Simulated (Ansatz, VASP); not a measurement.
## One calculation of V, two programs

File INCAR:

```
  ALGO = Fast
  EDIFF = 1E-6
  ENCUT = 520
  GGA = PE
  ISIF = 2
  ISMEAR = 0
  LASPH = T
  LCHARG = F
  LREAL = F
  LWAVE = F
  NBANDS = 12
  NELM = 80
  PREC = Accurate
  SIGMA = 0.15
```

Contents of KPOINTS:

```
k-points
0
Gamma
  22 22 22
```

File POSCAR:

```
V
1.0
   -1.4846312500      1.4846312500      1.5130000000
    1.4846312500     -1.4846312500      1.5130000000
    1.5413687500      1.5413687500     -1.5130000000
V
1
Direct
    0.0000000000      0.0000000000      0.0000000000
```

Input for Ansatz:

```yaml
crystal:
  lattice:
    - [-1.48463125, 1.48463125, 1.513]
    - [1.48463125, -1.48463125, 1.513]
    - [1.54136875, 1.54136875, -1.513]
  atoms:
    - { symbol: V, position: [0.0, 0.0, 0.0] }
basis:
  ecutwfc: 420
kpoints:
  mp_grid: { grid: [22, 22, 22] }
hamiltonian:
  xc: pbe
scf:
  occupations: { method: gaussian, width: 0.15 }
output:
  forces: true
  stress: true
  eigenvalues: true
```

Change from the starting cell: strain +0.0375 x Voigt [0, 0, 0, 0, 0, 1], atoms carried along.

Alike in both runs: task single point; functional PBE; k mesh 22 × 22 × 22; occupations gaussian, width 0.15 eV; no spin polarisation.

|  | VASP | Ansatz |
| --- | --- | --- |
| version | VASP 6.6.1 | Ansatz 0.2.0 |
| potentials or method | VASP PAW PBE potentials, release 64 (V_sv), cutoff 520 eV | scalar-relativistic, plane waves, PAW |
| valence electrons in the cell | 13 | 13 |

```tsv
	VASP	Ansatz	Ansatz less VASP
gap on the k mesh at the Fermi level (eV)	none	none	-
pressure (GPa)	-4.6	-4.9	-0.28
traceless stress, the component that is largest in VASP (GPa)	-0.79	-0.77	+0.014
```

A gap of «none» marks a metal or a gap that the smearing closes.
